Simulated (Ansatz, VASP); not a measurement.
# HfC in VASP and in Ansatz

The input INCAR:

```
ALGO     = Normal         # electronic algorithm
EDIFF    = 1E-7           # SCF threshold, eV
ENCUT    = 520            # plane-wave cutoff, eV
GGA      = PE             # functional
ISIF     = 2              # what is computed and relaxed
ISMEAR   = -1             # smearing method
LASPH    = T              # aspherical terms in the spheres
LCHARG   = T              # write CHGCAR
LELF     = T              # ELF
LREAL    = F              # projectors in reciprocal space
LVHAR    = T            
LWAVE    = F              # write WAVECAR
NBANDS   = 14             # bands
NELM     = 60             # most SCF steps
PREC     = Accurate       # precision mode
SIGMA    = 0.05           # smearing width, eV
```

The input KPOINTS:

```
k-points
0
Gamma
  15 15 15
```

The input POSCAR:

```
HfC
1.0
    0.0000000000      2.3250000000      2.3017500000
    2.3250000000      0.0000000000      2.3017500000
    2.3250000000      2.3250000000      0.0000000000
Hf C
1 1
Direct
    0.5000000000      0.5000000000      0.5000000000
    0.0000000000      0.0000000000      0.0000000000
```

Input for Ansatz:

```yaml
crystal:
  lattice:
    - [0.0, 2.325, 2.30175]
    - [2.325, 0.0, 2.30175]
    - [2.325, 2.325, 0.0]
  atoms:
    - { symbol: Hf, position: [0.5, 0.5, 0.5] }
    - { symbol: C, position: [0.0, 0.0, 0.0] }
kpoints:
  mp_grid: { grid: [15, 15, 15] }
  band_path:
    path:
      - [0.0, 0.0, 0.0]
      - [0.0, 0.5, 0.5]
      - [0.25, 0.75, 0.5]
      - [0.0, 0.5, 0.0]
      - [0.0, 0.0, 0.0]
      - [0.5, 0.5, 0.0]
      - [0.3775380063, 0.6224619937, 0.0]
      - [-0.3775380063, 0.3775380063, 0.0]
      - [0.0, 0.0, 0.0]
    npoints: 5
scf:
  occupations: { method: fermi_dirac, width: 0.05 }
hamiltonian:
  xc: pbe
  pseudopotentials: { kind: all_electron, lapw: { basis_error: 0.001 } }
output:
  forces: true
  stress: true
  eigenvalues: true
```

Change from the starting cell: zz strain of -1 %.

Alike in both runs: task single point; functional PBE; k mesh 15 × 15 × 15; occupations fermi-dirac, width 0.05 eV; no spin polarisation.

|  | VASP | Ansatz |
| --- | --- | --- |
| version | VASP 6.6.1 | Ansatz 0.2.0 |
| potentials or method | VASP PAW PBE potentials, release 64 (Hf_pv, C), cutoff 520 eV | all-electron LAPW, scalar-relativistic |

VASP gave:

| Property | Result |
| --- | --- |
| pressure (GPa) | 2.0 |
| traceless stress, the component that is largest in VASP (GPa) | 2.78 |

Estimate Ansatz's values.

pressure (GPa): 2.7; traceless stress, the component that is largest in VASP (GPa): 2.74.

Ansatz ran all-electron here, and VASP with PAW potentials.

Neither program's run includes spin-orbit coupling.
